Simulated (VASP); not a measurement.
# CdS (e600) (R3m) in VASP: notebook

Runs on CdS (e600). Level: PBEsol. Tasks: single point, relaxation of the atoms.

All numbers are computed with VASP 6.6.1; they aren't measurements. Logs are shortened: lines on timing, memory, paths and dates and some standing lists are left out, and cuts for length are marked.

### Step 1. The cell of the first run

Symmetry: R3m, No. 160, trigonal system. The conventional cell has a = 4.098 Å, b = 4.098 Å, c = 10.291 Å, α = 90.00°, β = 90.00°, γ = 120.00°. Cd (site symmetry 3m) has 4 S at 2.53 to 2.54 Å within 3.3 Å. S (site symmetry 3m) has 4 Cd at 2.53 to 2.54 Å within 3.3 Å.

### Step 2. Single point, PBEsol (strained cell)

INCAR

```
PREC     = Accurate       # precision mode
ENCUT    = 500            # plane-wave cutoff, eV
EDIFF    = 1E-6           # SCF threshold, eV
ISMEAR   = 0              # smearing method
SIGMA    = 0.02           # smearing width, eV
LREAL    = F              # projectors in reciprocal space
LASPH    = T              # aspherical terms in the spheres
NELM     = 120            # most SCF steps
ALGO     = Normal         # electronic algorithm
ISIF     = 2              # what is computed and relaxed
LWAVE    = F              # write WAVECAR
LCHARG   = F              # write CHGCAR
GGA      = PS             # functional
NBANDS   = 16             # bands
GGA_COMPAT= F
```

KPOINTS

```
regular mesh
0
Gamma
  9 9 9
```

POSCAR

```
CdS
1.0
    0.0485416667      2.9464791667      2.9464791667
    2.9464791667      0.0485416667      2.9464791667
    2.9464791667      2.9464791667      0.0485416667
Cd S
1 1
Direct
    0.0017514096      0.0017514096      0.0017514096
    0.2482485904      0.2482485904      0.2482485904
```

Potentials or basis: VASP PAW PBE potentials, release 64 (Cd, S).

Launch:

```console
cat potpaw_PBE.64/Cd/POTCAR potpaw_PBE.64/S/POTCAR > POTCAR
mpirun -np 1 vasp_std > vasp.out
```

OUTCAR:

```text
PREC = Accurate
   ENCUT = 500
   EDIFF = 1E-6
   ISMEAR = 0
   LREAL = F
   LASPH = T
   NELM = 120
   ISIF = 2
   GGA = PS

 ion  position               nearest neighbor table
   1  0.002  0.002  0.002-   2 2.53   2 2.53   2 2.53   2 2.54
   2  0.248  0.248  0.248-   1 2.53   1 2.53   1 2.53   1 2.54

  LATTYP: Found a trigonal (rhomboedric) cell.
 ALAT       =     4.1672335251
 COS(alpha) =     0.5164043865

  Lattice vectors:

 A1 = (   0.0485416667,   2.9464791667,   2.9464791667)
 A2 = (   2.9464791667,   0.0485416667,   2.9464791667)
 A3 = (   2.9464791667,   2.9464791667,   0.0485416667)

Analysis of symmetry for initial positions (statically):
=====================================================================
 Subroutine PRICEL returns:
 Original cell was already a primitive cell.

 Routine SETGRP: Setting up the symmetry group for a
 trigonal (rhombohedral) supercell.

 Subroutine GETGRP returns: Found  6 space group operations
 (whereof  6 operations were pure point group operations)
 out of a pool of 12 trial point group operations.

The static configuration has the point symmetry C_3v.

Analysis of symmetry for dynamics (positions and initial velocities):
=====================================================================
 Subroutine PRICEL returns:
 Original cell was already a primitive cell.

 Routine SETGRP: Setting up the symmetry group for a
 trigonal (rhombohedral) supercell.

 Subroutine GETGRP returns: Found  6 space group operations
 (whereof  6 operations were pure point group operations)
 out of a pool of 12 trial point group operations.

The dynamic configuration has the point symmetry C_3v.

 Subroutine INISYM returns: Found  6 space group operations
 (whereof  6 operations are pure point group operations),
 and found     1 'primitive' translations

----------------------------------------------------------------------------------------

                                     Primitive cell

  volume of cell :      49.8970

  direct lattice vectors                    reciprocal lattice vectors
     0.048541667  2.946479167  2.946479167    -0.173946114  0.171126890  0.171126890
     2.946479167  0.048541667  2.946479167     0.171126890 -0.173946114  0.171126890
     2.946479167  2.946479167  0.048541667     0.171126890  0.171126890 -0.173946114

  length of vectors
     4.167233525  4.167233525  4.167233525     0.298037038  0.298037038  0.298037038

  position of ions in fractional coordinates (direct lattice)
[... 78 lines left out ...]
   NELM   =    120;   NELMIN=  2; NELMDL= -5     # of ELM steps
   EDIFF  = 0.1E-05   stopping-criterion for ELM
   LREAL  =      F    real-space projection
   EDIFFG = 0.1E-04   stopping-criterion for IOM
   NSW    =      0    number of steps for IOM
   IBRION =     -1    ionic relax: 0-MD 1-quasi-New 2-CG
   NFREE  =      0    steps in history (QN), initial steepest desc. (CG)
   ISIF   =      2    stress and relaxation
   ISYM   =      2    0-nonsym 1-usesym 2-fastsym
   POTIM  = 0.5000    time-step for ionic-motion
   TEBEG  =    0.0;   TEEND  =   0.0 temperature during run
   PSTRESS=    0.0 pullay stress
   NELECT =      18.0000    total number of electrons
   NUPDOWN=      -1.0000    fix difference up-down
   EMIN   =  10.00;   EMAX   =-10.00  energy-range for DOS
   EFERMI =   0.00;   METHOD = LEGACY
   ISMEAR =     0;   SIGMA  =   0.02  broadening in eV -4-tet -1-fermi 0-gaus
   EFERMI_NEDOS =   21; number of points for ismear=-14 and -15
   IALGO  =     38    algorithm
   IMIX   =      4    mixing-type and parameters
     AMIX     =   0.40;   BMIX     =  1.00
     AMIX_MAG =   1.60;   BMIX_MAG =  1.00
  volume/ion in A,a.u.               =      24.95       168.36
  Fermi-wavevector in a.u.,A,eV,Ry     =   1.165398  2.202283 18.478788  1.358153
  Thomas-Fermi vector in A             =   2.301924
   LORBIT       =      0    0 simple, 1 ext, 2 COOP (PROOUT), +10 PAW based schemes
   GGA     = PS    functional components
   LHFCALC =     F    Hartree Fock is set to
   AEXX    =    0.0000 exact exchange contribution
   IVDW    =     0    specifies the selected vdW correction
   LEPSILON=     F    determine dielectric tensor
   LRPA    =     F    only Hartree local field effects (RPA)
 non-spin polarized calculation
 Gauss-broadening in eV      SIGMA  =   0.02
  energy-cutoff  :      500.00
  volume of cell :       49.90
 maximum number of plane-waves:      1288
   NGX = 15   NGY = 15   NGZ = 15

 number of electron      18.0000004 magnetization

 Free energy of the ion-electron system (eV)
  ---------------------------------------------------
  ext. energy  EPLUGINS =         0.00000000
  ---------------------------------------------------
  free energy    TOTEN  =        -6.81021519 eV

  energy without entropy =       -6.81021519  energy(sigma->0) =       -6.81021519

 E-fermi :   1.3685     XC(G=0):  -9.3526

 val. band max:        1.1960469383   @ k =   0.0000   0.0000   0.0000
 cond. band min:       2.1517618213   @ k =   0.0000   0.0000   0.0000
 fundamental gap:      0.9557148829
 Fermi energy:         1.3685003609

 k-point     1 :       0.0000    0.0000    0.0000
  band No.  band energies     occupation
      1     -11.1844      2.00000
      2      -6.5549      2.00000
      3      -6.5384      2.00000
      4      -6.5384      2.00000
      5      -6.0649      2.00000
      6      -6.0649      2.00000
[... 433 lines left out ...]
      3      -6.2119      2.00000
      4      -6.2060      2.00000
      5      -5.9798      2.00000
      6      -5.6835      2.00000
[... 8 lines left out ...]
     15      13.4776      0.00000
     16      14.8693      0.00000

 [... further k-points ...]

------------------------ aborting loop because EDIFF is reached ----------------------------------------

  FORCE on cell =-STRESS in cart. coord.  units (eV):
  Direction    XX          YY          ZZ          XY          YZ          ZX
  --------------------------------------------------------------------------------------
  -------------------------------------------------------------------------------------
  Total       -0.0807501     -0.0807501     -0.0807501     -0.1413276     -0.1413276     -0.1413276
  in kB       -2.5928612     -2.5928612     -2.5928612     -4.5379887     -4.5379887     -4.5379887
  external PRESSURE =      -2.5928612 kB  Pullay stress =       0.0000000 kB

 VOLUME and BASIS-vectors are now :
 -----------------------------------------------------------------------------
  energy-cutoff  :      500.00
  volume of cell :       49.90
      direct lattice vectors                 reciprocal lattice vectors
     0.048541667  2.946479167  2.946479167    -0.173946114  0.171126890  0.171126890
     2.946479167  0.048541667  2.946479167     0.171126890 -0.173946114  0.171126890
     2.946479167  2.946479167  0.048541667     0.171126890  0.171126890 -0.173946114

 POSITION                                       TOTAL-FORCE (eV/Angst)
 -----------------------------------------------------------------------------------
      0.01041      0.01041      0.01041         0.001616      0.001616      0.001616
      1.47497      1.47497      1.47497        -0.001616     -0.001616     -0.001616
 -----------------------------------------------------------------------------------
    total drift:                                0.000157      0.000157      0.000157

  FREE ENERGIE OF THE ION-ELECTRON SYSTEM (eV)
  ---------------------------------------------------
  free  energy   TOTEN  =        -6.8102151899 eV

  energy  without entropy=       -6.8102151899  energy(sigma->0) =       -6.81021519
```

OSZICAR:

```text
N       E                     dE             d eps       ncg     rms          rms(c)
DAV:   1     0.107077056671E+03    0.10708E+03   -0.87898E+03  2760   0.995E+02
DAV:   2    -0.320669610041E+01   -0.11028E+03   -0.10392E+03  3344   0.251E+02
DAV:   3    -0.728619350467E+01   -0.40795E+01   -0.40723E+01  3416   0.505E+01
DAV:   4    -0.731061927587E+01   -0.24426E-01   -0.24424E-01  3408   0.383E+00
DAV:   5    -0.731094778566E+01   -0.32851E-03   -0.32851E-03  3424   0.416E-01    0.768E+00
DAV:   6    -0.683258390400E+01    0.47836E+00   -0.79446E-01  4184   0.121E+01    0.621E+00
DAV:   7    -0.681278508992E+01    0.19799E-01   -0.16302E-01  3640   0.286E+00    0.297E+00
DAV:   8    -0.681037328655E+01    0.24118E-02   -0.16582E-02  3144   0.161E+00    0.246E-01
DAV:   9    -0.681013396661E+01    0.23932E-03   -0.19572E-03  3392   0.665E-01    0.534E-02
DAV:  10    -0.681017490535E+01   -0.40939E-04   -0.19347E-04  3472   0.159E-01    0.584E-02
DAV:  11    -0.681021929145E+01   -0.44386E-04   -0.73709E-05  3496   0.774E-02    0.212E-02
DAV:  12    -0.681021459418E+01    0.46973E-05   -0.16111E-05  3648   0.497E-02    0.803E-03
DAV:  13    -0.681021518994E+01   -0.59576E-06   -0.22949E-06  3288   0.872E-03
   1 F= -.68102152E+01 E0= -.68102152E+01  d E =-.158768E-36
```

It took 91 s on 1 thread of Intel Xeon 8259CL, shared host; peak memory 0.21 GiB.

What came out:

```yaml
Free_energy: -6.8102 eV
Pressure: -0.3 GPa
Band_gap_on_the_k_mesh: 0.96 eV, direct
```

Forces in eV/Å, atoms in the order of the input:
```
Cd   0.002  0.002  0.002
S   -0.002 -0.002 -0.002
```

Caveat: the cell differs from its parent crystal (strained cell); the PAW data sets were made with another functional, which shifts forces and pressure a little.

### Step 3. Single point, PBEsol (strained cell)

INCAR

```
SYSTEM = CdS
PREC = Accurate ; ENCUT = 500
EDIFF = 1E-6 ; ISMEAR = 0
SIGMA = 0.02 ; LREAL = .FALSE.
LASPH = .TRUE. ; NELM = 120
ALGO = Normal ; ISIF = 2
LWAVE = .FALSE. ; LCHARG = .FALSE.
GGA = PS ; NBANDS = 16
GGA_COMPAT = .FALSE.
```

KPOINTS

```
Automatic mesh
0
G
  9 9 9
  0 0 0
```

POSCAR

```
CdS
1.0
    0.0507117031      2.9453941484      2.9453941484
    2.9453941484      0.0507117031      2.9453941484
    2.9453941484      2.9453941484      0.0507117031
Cd S
1 1
Direct
    0.0018416780      0.0018416780      0.0018416780
    0.2481583220      0.2481583220      0.2481583220
```

Potentials or basis: VASP PAW PBE potentials, release 64 (Cd, S).

Launch:

```console
cat potpaw_PBE.64/Cd/POTCAR potpaw_PBE.64/S/POTCAR > POTCAR
mpirun -np 1 vasp_std > vasp.out
```

Run time: 99 s. Hardware: 1 thread of Intel Xeon 8259CL, shared host; peak memory 0.21 GiB.

Results (log left out):

| Property | Result |
| --- | --- |
| Free energy | -6.8100 eV |
| Pressure | -0.1 GPa |
| Band gap on the k mesh | 0.96 eV, direct |

Forces on the atoms (eV/Å):
```
Cd   0.002  0.002  0.002
S   -0.002 -0.002 -0.002
```

Stress tensor (GPa, compression positive):
```
-0.13 -0.47 -0.47
-0.47 -0.13 -0.47
-0.47 -0.47 -0.13
```

Levels at points of the mesh, in eV from the valence-band top:
| k point | band 6 | band 7 | band 8 | band 9 | band 10 | band 11 | band 12 | band 13 |
| --- | --- | --- | --- | --- | --- | --- | --- | --- |
| (0.00, 0.00, 0.00) | -7.27 | -0.11 | 0.00 | 0.00 | 0.96 | 6.21 | 6.52 | 6.52 |

Caveat: the cell differs from its parent crystal (strained cell); the PAW data sets were made with another functional, which shifts forces and pressure a little.

(Part 1 of 2 ends here.)
